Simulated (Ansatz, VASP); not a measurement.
# One calculation of SiNi2, two programs

```xyz
12
Lattice="5.0818 0.0000 0.0000 0.0000 3.6112 0.0000 0.0000 0.0000 6.8590" Properties=species:S:1:pos:R:3 pbc="T T T"
Si    1.4192    2.7084    4.2204
Si    3.6626    0.9028    2.6386
Si    1.1217    0.9028    0.7909
Si    3.9601    2.7084    6.0681
Ni    4.8815    2.7084    1.3772
Ni    0.2003    0.9028    5.4818
Ni    2.7412    0.9028    4.8067
Ni    2.3406    2.7084    2.0523
Ni    4.2461    2.7084    3.8493
Ni    0.8357    0.9028    3.0097
Ni    3.3766    0.9028    0.4198
Ni    1.7052    2.7084    6.4392
```

Alike in both runs: functional LDA; k mesh 10 × 12 × 8; occupations gaussian, width 0.1 eV; no spin polarisation.

Ansatz relaxed the structure, and its values are those at the end. VASP's run is a single point on that final structure, the one shown.

|  | VASP | Ansatz |
| --- | --- | --- |
| version | VASP 6.6.1 | Ansatz 0.2.0 |
| potentials or method | VASP PAW LDA potentials, release 64 (Si, Ni) | scalar-relativistic, plane waves, PAW |
| plane-wave cutoff (eV) | 520 | 420 |
| valence electrons in the cell | 96 | 160 |

```csv
,VASP,Ansatz,Ansatz less VASP
gap on the k mesh at the Fermi level (eV),none,none,-
pressure (GPa),-1.3,-1.7,-0.31
rms of the force components (eV/Å),0.006,0.000,-0.0056
```

LDA's correlation is that of Perdew and Zunger in VASP and of Perdew and Wang (1992) in Ansatz. A gap of «none» marks a metal or a gap that the smearing closes. VASP's potentials hold 96 valence electrons a cell and Ansatz's 160, so a difference there can come from the potentials and not from the codes.
